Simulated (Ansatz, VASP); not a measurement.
# CsH3 in VASP and in Ansatz

Contents of INCAR:

```
  ALGO = Normal
  EDIFF = 1E-6
  ENCUT = 520
  GGA = PE
  ISIF = 2
  ISMEAR = 0
  LASPH = True
  LCHARG = False
  LREAL = False
  LWAVE = False
  NBANDS = 22
  NELM = 100
  PREC = Accurate
  SIGMA = 0.1
```

File KPOINTS:

```
k-points
0
Gamma
  4 4 4
```

POSCAR

```
CsH3
1.0
   -4.2114635532      0.0000000000      0.0000000000
   -2.1057317766     -2.1057317766      4.1589593351
   -2.1057317766      6.3171953298      4.1589593351
Cs H
2 6
Direct
    0.5000000000      0.7500000000      0.2500000000
    0.5000000000      0.2500000000      0.7500000000
    0.1254094976      0.3118857536      0.4372952512
    0.1254094976      0.8118857536      0.9372952512
    0.8745905024      0.1881142464      0.0627047488
    0.8745905024      0.6881142464      0.5627047488
    0.0000000000      0.5000000000      0.5000000000
    1.0000000000      1.0000000000      0.0000000000
```

Input for Ansatz:

```yaml
crystal:
  lattice:
    - [-4.2114635532, 0.0, 0.0]
    - [-2.1057317766, -2.1057317766, 4.1589593351]
    - [-2.1057317766, 6.3171953298, 4.1589593351]
  atoms:
    - { symbol: Cs, position: [0.5, 0.75, 0.25] }
    - { symbol: Cs, position: [0.5, 0.25, 0.75] }
    - { symbol: H, position: [0.1254094976, 0.3118857536, 0.4372952512] }
    - { symbol: H, position: [0.1254094976, 0.8118857536, 0.9372952512] }
    - { symbol: H, position: [0.8745905024, 0.1881142464, 0.0627047488] }
    - { symbol: H, position: [0.8745905024, 0.6881142464, 0.5627047488] }
    - { symbol: H, position: [0.0, 0.5, 0.5] }
    - { symbol: H, position: [1.0, 1.0, 0.0] }
basis:
  ecutwfc: 420
kpoints:
  mp_grid: { grid: [4, 4, 4] }
hamiltonian:
  xc: pbe
scf:
  occupations: { method: gaussian, width: 0.1 }
  lower_state_search: "off"
output:
  forces: true
  stress: true
  eigenvalues: true
```

Alike in both runs: task single point; functional PBE; k mesh 4 × 4 × 4; occupations gaussian, width 0.1 eV; no spin polarisation.

|  | VASP | Ansatz |
| --- | --- | --- |
| version | VASP 6.6.1 | Ansatz 0.2.0 |
| potentials or method | VASP PAW PBE potentials, release 64 (Cs_sv, H), cutoff 520 eV | scalar-relativistic, plane waves, PAW |
| valence electrons in the cell | 24 | 24 |

```csv
,VASP,Ansatz,Ansatz less VASP
gap on the k mesh at the Fermi level (eV),2.31,2.33,+0.024
least direct gap on the mesh (eV),2.31,2.33,+0.024
pressure (GPa),0.0,0.0,+0.03
"traceless stress, the component that is largest in VASP (GPa)",-0.05,-0.02,+0.030
rms of the force components (eV/Å),0.004,0.001,-0.0024
```

Atom by atom the forces differ by 0.002 eV/Å (rms over components).

Spin-orbit coupling is off throughout.
